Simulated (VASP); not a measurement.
Input of a VASP 6.6.1 run:

File INCAR:

```
SYSTEM = SnTe
PREC = Accurate ; ENCUT = 520
EDIFF = 1E-6 ; ISMEAR = -1
SIGMA = 0.08 ; LREAL = .False.
LASPH = .True. ; NELM = 60
ALGO = Normal ; ISIF = 2
LWAVE = .False. ; LCHARG = .False.
NBANDS = 17
```

File KPOINTS:

```
Automatic mesh
0
Gamma
  11 11 11
  0 0 0
```

The input POSCAR:

```
SnTe
1.0
    0.0000000000      3.1565000000      3.0618050000
    3.1565000000      0.0000000000      3.0618050000
    3.1565000000      3.1565000000      0.0000000000
Sn Te
1 1
Direct
    0.0000000000      0.0000000000      0.0000000000
    0.5000000000      0.5000000000      0.5000000000
```

Potentials or basis: VASP PAW LDA potentials, release 64 (Sn_d, Te).

Command:

```console
$ cat potpaw_LDA.64/Sn_d/POTCAR potpaw_LDA.64/Te/POTCAR > POTCAR
$ mpirun -np 1 vasp_std > vasp.out
```

**Question.** Predict the pressure.

**Answer.** -0.2 GPa.

**Question.** Estimate the band gap on the k mesh.

**Answer.** 0.41 eV, direct.

Stress tensor (GPa, compression positive):
```
-1.66  0.00  0.00
 0.00 -1.66  0.00
 0.00  0.00  2.82
```

Caveat: the cell differs from its parent crystal (zz strain of -3 %); spin-orbit coupling is left out, which moves the levels of the heavy elements. A k mesh can miss the band edges.
